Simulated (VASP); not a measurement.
The system is Mo.

```
Mo
1.0
    -1.57342    1.57342    1.57342
     1.57342   -1.57342    1.57342
     1.57342    1.57342   -1.57342
Mo
1
Direct
  0.00000 0.00000 0.00000
```

| Quantity | Value |
| --- | --- |
| Program | VASP 6.6.1 |
| Task | relaxation of cell and atoms |
| Functional | LDA |
| Potentials or basis | VASP PAW LDA potentials, release 64 (Mo_sv) |
| Cutoff | 600 eV |
| k mesh | 14 × 14 × 14 |
| Occupations | fermi-dirac, width 0.1 eV |
| Spin | no spin polarisation |

At the start: pressure -7.7 GPa; volume 15.58 Å³/atom.

Question: How do energy, volume and symmetry change on relaxing?

Answer: Over 7 steps the energy falls by 10.6 meV/atom and the volume is 15.15 Å³/atom (-2.8 %); space group Im-3m (No. 229, to 0.05 Å).

Step by step:
```
step  energy change (eV)  largest force (eV/Å)  pressure (GPa)  volume (Å³)
   1              0.0000                0.0000           -7.70        15.58
   2              0.0874                0.0000           28.13        13.95
   3             -0.0106                0.0000           -0.28        15.16
   4             -0.0106                0.0000           -0.03        15.15
   5             -0.0106                0.0000            0.11        15.14
   6             -0.0106                0.0000           -0.23        15.16
   7             -0.0106                0.0000            0.02        15.15
```

Final structure:
```xyz
1
Lattice="-1.5587 1.5587 1.5587 1.5587 -1.5587 1.5587 1.5587 1.5587 -1.5587" Properties=species:S:1:pos:R:3 pbc="T T T"
Mo    0.0000    0.0000    0.0000
```
